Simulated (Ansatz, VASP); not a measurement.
# Mg in VASP and in Ansatz

```
CELL_PARAMETERS angstrom
0.00000 3.48260 3.48260
3.48260 0.00000 3.48260
3.48260 3.48260 0.00000
ATOMIC_POSITIONS crystal
Mg 0.25000 0.25000 0.25000
Mg 0.75000 0.75000 0.75000
Mg 0.50000 0.50000 0.50000
```

Alike in both runs: functional PBE; k mesh 12 × 12 × 12; occupations gaussian, width 0.1 eV; no spin polarisation.

Ansatz relaxed the structure, and its values are those at the end. VASP's run is a single point on that final structure, the one shown.

```csv
,VASP,Ansatz
version,VASP 6.6.1,Ansatz 0.2.0
potentials or method,"VASP PAW PBE potentials, release 64 (Mg), cutoff 600 eV","scalar-relativistic, plane waves, PAW"
valence electrons in the cell,6,30
```

|  | VASP | Ansatz | Ansatz less VASP |
| --- | --- | --- | --- |
| gap on the k mesh at the Fermi level (eV) | none | none | - |
| pressure (GPa) | -0.1 | 0.0 | +0.06 |

A gap of «none» marks a metal or a gap that the smearing closes. The functional is the same, so the differences come from potentials, cutoffs and numerics. VASP's potentials hold 6 valence electrons a cell and Ansatz's 30, so a difference there can come from the potentials and not from the codes.
